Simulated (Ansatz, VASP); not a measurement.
**Two plane-wave programs on CdS**

POSCAR

```
CdS
1.0
    0.0000000000      3.0264000000      3.1428000000
    3.0264000000      0.0000000000      3.1428000000
    3.0264000000      3.0264000000      0.0000000000
Cd S
1 1
Direct
    0.0000000000      0.0000000000      0.0000000000
    0.7500000000      0.7500000000      0.7500000000
```

The input INCAR.step1:

```
ALGO     = Normal         # electronic algorithm
EDIFF    = 1E-4           # SCF threshold, eV
ENCUT    = 520            # plane-wave cutoff, eV
GGA      = PE             # functional
ISMEAR   = 0              # smearing method
LASPH    = T              # aspherical terms in the spheres
LCHARG   = F              # write CHGCAR
LREAL    = F              # projectors in reciprocal space
LWAVE    = T              # write WAVECAR
NBANDS   = 16             # bands
NELM     = 100            # most SCF steps
PREC     = Accurate       # precision mode
SIGMA    = 0.05           # smearing width, eV
```

File INCAR.step2:

```
ALGO     = Normal         # electronic algorithm
EDIFF    = 1E-6           # SCF threshold, eV
ENCUT    = 520            # plane-wave cutoff, eV
ISIF     = 2              # what is computed and relaxed
ISMEAR   = 0              # smearing method
ISTART   = 1            
LASPH    = T              # aspherical terms in the spheres
LCHARG   = F              # write CHGCAR
LMIXTAU  = T            
LREAL    = F              # projectors in reciprocal space
LWAVE    = F              # write WAVECAR
METAGGA  = R2SCAN         # meta-GGA
NBANDS   = 16             # bands
NELM     = 100            # most SCF steps
PREC     = Accurate       # precision mode
SIGMA    = 0.05           # smearing width, eV
```

The input KPOINTS:

```
k-points
0
Gamma
  8 8 8
```

Input for Ansatz:

```yaml
crystal:
  lattice:
    - [0.0, 3.0264, 3.1428]
    - [3.0264, 0.0, 3.1428]
    - [3.0264, 3.0264, 0.0]
  atoms:
    - { symbol: Cd, position: [0.0, 0.0, 0.0] }
    - { symbol: S, position: [0.75, 0.75, 0.75] }
basis:
  ecutwfc: 500
kpoints:
  mp_grid: { grid: [8, 8, 8] }
hamiltonian:
  xc: r2scan
scf:
  occupations: { method: gaussian, width: 0.05 }
output:
  forces: true
  stress: true
  eigenvalues: true
```

Change from the starting cell: strain +0.040 along x and y, +0.080 along z, atoms carried along.

Alike in both runs: task single point; functional r2SCAN; k mesh 8 × 8 × 8; occupations gaussian, width 0.05 eV; no spin polarisation.

|  | VASP | Ansatz |
| --- | --- | --- |
| version | VASP 6.6.1 | Ansatz 0.2.0 |
| potentials or method | VASP PAW PBE potentials, release 64 (Cd, S), cutoff 520 eV | scalar-relativistic, plane waves, PAW |
| valence electrons in the cell | 18 | 26 |

VASP gave:

| Item | Value |
| --- | --- |
| gap on the k mesh at the Fermi level (eV) | 1.20 |
| least direct gap on the mesh (eV) | 1.20 |
| pressure (GPa) | -5.6 |
| traceless stress, the component that is largest in VASP (GPa) | -0.65 |

Task: What did Ansatz give for the same quantities?

Result: gap on the k mesh at the Fermi level (eV): 1.20; least direct gap on the mesh (eV): 1.20; pressure (GPa): -5.8; traceless stress, the component that is largest in VASP (GPa): -0.65.

VASP's potentials were made for PBE, not for r2SCAN. With one functional, cell and mesh, what is left measures potentials, basis and numerics. VASP's potentials hold 18 valence electrons a cell and Ansatz's 26, so a difference there can come from the potentials and not from the codes.
